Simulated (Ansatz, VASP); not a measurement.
# One calculation of SnS2, two programs

File POSCAR:

```
SnS2
1.0
    3.6607548065      0.0000000000      0.0000000000
   -1.8303774033      3.1703066595      0.0000000000
    0.0000000000      0.0000000000      6.1406342826
Sn S
1 2
Direct
    0.0000000000      0.0000000000      0.0000000000
    0.3333333333      0.6666666667      0.2390210242
    0.6666666667      0.3333333333      0.7609789758
```

INCAR.step1

```
PREC = Accurate ; ENCUT = 400
EDIFF = 1E-5 ; ISMEAR = 0
SIGMA = 0.01 ; LREAL = F
LASPH = T ; NELM = 120
ALGO = Normal ; ISIF = 2
LWAVE = T ; LCHARG = F
GGA = PE ; NBANDS = 20
GGA_COMPAT = F ; KPAR = 4
```

File INCAR.step2:

```
PREC = Accurate ; ENCUT = 400
EDIFF = 1E-6 ; ISMEAR = 0
SIGMA = 0.01 ; LREAL = F
LASPH = T ; NELM = 120
ALGO = Normal ; ISIF = 2
LWAVE = F ; LCHARG = F
GGA = PE ; LHFCALC = T
HFSCREEN = 0.2079 ; PRECFOCK = Normal
ISTART = 1 ; NBANDS = 20
GGA_COMPAT = F ; KPAR = 4
```

File KPOINTS:

```
Automatic mesh
0
Gamma
  6 6 4
```

Input for Ansatz:

```yaml
crystal:
  lattice:
    - [3.6607548065, 0.0, 0.0]
    - [-1.8303774033, 3.1703066595, 0.0]
    - [0.0, 0.0, 6.1406342826]
  atoms:
    - { symbol: Sn, position: [0.0, 0.0, 0.0] }
    - { symbol: S, position: [0.3333333333, 0.6666666667, 0.2390210242] }
    - { symbol: S, position: [0.6666666667, 0.3333333333, 0.7609789758] }
kpoints:
  mp_grid: { grid: [6, 6, 4] }
  band_path:
    path:
      - [0.0, 0.0, 0.0]
      - [0.5, 0.0, 0.0]
      - [0.3333333333, 0.3333333333, 0.0]
      - [0.0, 0.0, 0.5]
      - [0.5, 0.0, 0.5]
      - [0.3333333333, 0.3333333333, 0.5]
      - [0.0, -0.5, 0.25]
      - [0.0, 0.158854, -0.130208]
      - [0.0, 0.473958, 0.335938]
    npoints: 1
hamiltonian:
  xc: hse06
scf:
  occupations: { method: fixed }
  n_extra_bands: 4
output:
  forces: true
  stress: true
  eigenvalues: true
```

Change from the starting cell: uniaxial_z strain +3.0%.

Alike in both runs: task single point; functional HSE06; k mesh 6 × 6 × 4; no spin polarisation.

```csv
,VASP,Ansatz
version,VASP 6.6.1,Ansatz 0.2.0
potentials or method,"VASP PAW PBE potentials, release 64 (Sn_d, S)","plane waves, PAW"
plane-wave cutoff (eV),400,420
occupations,"gaussian, width 0.01 eV",fixed
valence electrons in the cell,26,26
```

```csv
,VASP,Ansatz,Ansatz less VASP
gap on the k mesh at the Fermi level (eV),2.41,2.42,+0.005
pressure (GPa),-0.7,-0.5,+0.18
"traceless stress, the component that is largest in VASP (GPa)",-0.24,-0.26,-0.016
rms of the force components (eV/Å),0.130,0.125,-0.0052
```

Atom by atom the forces differ by 0.005 eV/Å (rms over components). Ansatz's warnings: stress exchange threshold loose, stress scf threshold loose.
